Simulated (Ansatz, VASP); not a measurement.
**PbS in VASP and in Ansatz**

The input INCAR:

```
PREC = Accurate ; ENCUT = 520
EDIFF = 1E-7 ; ISMEAR = 0
SIGMA = 0.05 ; LREAL = F
LASPH = T ; NELM = 80
ALGO = Normal ; ISIF = 2
LWAVE = F ; LCHARG = F
GGA = PS ; NBANDS = 17
```

The input KPOINTS:

```
regular mesh
0
Gamma
  10 10 10
```

The input POSCAR:

```
PbS
1.0
    0.0042992500      2.9990678500      3.0341734500
    2.9239940500      0.0079758500      3.0304968500
    2.9165519000      2.9879491000      0.0154180000
Pb S
1 1
Direct
    0.0284401349     -0.0062006745     -0.0064839798
    0.4715598651      0.5062006745      0.5064839798
```

Input for Ansatz:

```yaml
crystal:
  lattice:
    - [0.00429925, 2.99906785, 3.03417345]
    - [2.92399405, 0.00797585, 3.03049685]
    - [2.9165519, 2.9879491, 0.015418]
  atoms:
    - { symbol: Pb, position: [0.0284401349, -0.0062006745, -0.0064839798] }
    - { symbol: S, position: [0.4715598651, 0.5062006745, 0.5064839798] }
basis:
  ecutwfc: 420
kpoints:
  mp_grid: { grid: [10, 10, 10] }
hamiltonian:
  xc: pbesol
scf:
  occupations: { method: gaussian, width: 0.05 }
output:
  forces: true
  stress: true
  eigenvalues: true
```

Change from the starting cell: all atoms moved at random, cell strained at random.

Alike in both runs: task single point; functional PBEsol; k mesh 10 × 10 × 10; occupations gaussian, width 0.05 eV; no spin polarisation.

```csv
,VASP,Ansatz
version,VASP 6.6.1,Ansatz 0.2.0
potentials or method,"VASP PAW PBE potentials, release 64 (Pb_d, S), cutoff 520 eV","scalar-relativistic, plane waves, PAW"
valence electrons in the cell,20,20
```

Ansatz gave:

* gap on the k mesh at the Fermi level (eV): 0.35
* least direct gap on the mesh (eV): 0.37
* pressure (GPa): -0.8
* traceless stress, the component that is largest in VASP (GPa): 2.13
* rms of the force components (eV/Å): 0.063

Question: What did VASP give for the same quantities?

Answer: gap on the k mesh at the Fermi level (eV): 0.36; least direct gap on the mesh (eV): 0.37; pressure (GPa): -0.8; traceless stress, the component that is largest in VASP (GPa): 2.14; rms of the force components (eV/Å): 0.064.

VASP's potentials were made for PBE, not for PBEsol. Atom by atom the forces differ by 0.001 eV/Å (rms over components).

Neither program's run includes spin-orbit coupling.
